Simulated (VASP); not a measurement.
# NiO: single point with PBE+U

The system is NiO.

```
Ni O
1.0
     0.00000    2.13379   -2.13379
     0.00000    2.13379    2.13379
     4.26758    0.00000    0.00000
Ni O
2 2
Direct
  0.00000 0.00000 0.00000
  0.50000 0.50000 0.50000
  0.00000 0.00000 0.50000
  0.50000 0.50000 0.00000
```

```json
{
 "Program": "VASP 6.6.1",
 "Task": "single point",
 "Functional": "PBE",
 "Potentials or basis": "VASP PAW PBE potentials, release 64 (Ni_sv_GW, O)",
 "Cutoff": "700 eV",
 "k mesh": "5 × 5 × 3",
 "Occupations": "gaussian, width 0.05 eV",
 "Spin": "collinear spin, antiferromagnetic start",
 "Starting moments": "[2.0, -2.0, 0.0, 0.0] μB",
 "Hubbard terms": "Ni d U = 6.2 eV",
 "Dipole correction": "no",
 "Further INCAR settings": "ALGO = Normal; EDIFF = 1e-06; NBANDS = 36"
}
```

| Item | Value |
| --- | --- |
| Pressure | -2.2 GPa |
| Band gap on the k mesh | 2.28 eV |
| Net moment | 0.00 μB per cell |
| Site moments | Ni +1.80, -1.80; O -0.06, +0.06 μB |
| Valence electrons inside the program's atomic spheres | Ni 16.06; O 5.01 |

Levels at points of the mesh, in eV from the valence-band top:
Spin up:
```
           k point  band 22  band 23  band 24  band 25  band 26  band 27
(0.00, 0.00, 0.00)    -1.20    -1.20    -1.20     2.28     3.18     3.38
```
Spin down:
| k point | band 21 | band 22 | band 23 | band 24 | band 25 | band 26 | band 27 | band 28 |
| --- | --- | --- | --- | --- | --- | --- | --- | --- |
| (0.00, 0.00, 0.00) | -2.52 | -1.20 | -1.20 | -1.20 | 2.28 | 3.18 | 3.38 | 6.72 |

Eigenvalues of the final occupation matrices:
```tsv
site	spin	trace	eigenvalues
site 1 d	1	4.75	0.94 0.94 0.94 0.97 0.97
site 1 d	2	2.97	0.09 0.09 0.93 0.93 0.93
site 2 d	1	2.97	0.09 0.09 0.93 0.93 0.93
site 2 d	2	4.75	0.94 0.94 0.94 0.97 0.97
```

It took 93 s on 1 thread of Intel(R) Xeon(R) Platinum 8259CL CPU @ 2.50GHz (Skylake/Cascade Lake), with other jobs on the host, peak memory 0.22 GiB.

Caveat: the k points lie up to 0.49 Å⁻¹ apart; an odd mesh through Γ misses points on the zone boundary, where band edges can lie.
